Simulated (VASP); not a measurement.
Si2Ni, 3 atoms in the cell. The structure is orthorhombic, space group Imm2 (No. 44). The conventional cell has a = 3.849 Å, b = 3.849 Å, c = 5.443 Å, α = 90.00°, β = 90.00°, γ = 90.00°. Si (site symmetry mm2) has 4 Ni at 2.36 Å and 6 Si at 2.64 to 2.80 Å within 3.1 Å. Within 3.1 Å of Si (site symmetry mm2) lie 4 Ni at 2.31 to 2.40 Å and 6 Si at 2.64 to 2.80 Å. Within 3.1 Å of Ni (site symmetry mm2) lie 8 Si at 2.31 to 2.40 Å.  This cell differs from its parent crystal: atom 2 (Si) moved 0.08 Å along x.

```yaml
Program: VASP 6.6.1
Task: single point
Functional: PBE
Potentials_or_basis: VASP PAW PBE potentials, release 64 (Si, Ni)
Cutoff: 520 eV
k_mesh: 12 × 12 × 12
Occupations: gaussian, width 0.05 eV
Spin: collinear spin
Starting_moments: "[0.0, 0.0, 0.05] μB"
Dipole_correction: no
Further_INCAR_settings: ALGO = Normal; EDIFF = 1e-06; NBANDS = 20
```

Potentials or basis: VASP PAW PBE potentials, release 64 (Si, Ni).

The run is started by

```sh
$ cat potpaw_PBE.64/Si/POTCAR potpaw_PBE.64/Ni/POTCAR > POTCAR
$ mpirun -np 1 vasp_std > vasp.out
```

Hardware: 1 thread of Intel(R) Xeon(R) 6975P-C (Granite Rapids), with other jobs on the host.

**Question.** Estimate the wall time of this run.

**Answer.** It took 3.6 min on 1 thread of Intel(R) Xeon(R) 6975P-C (Granite Rapids), on a shared host, peak memory 0.44 GiB. Counts: scf iterations 14, k points 280.
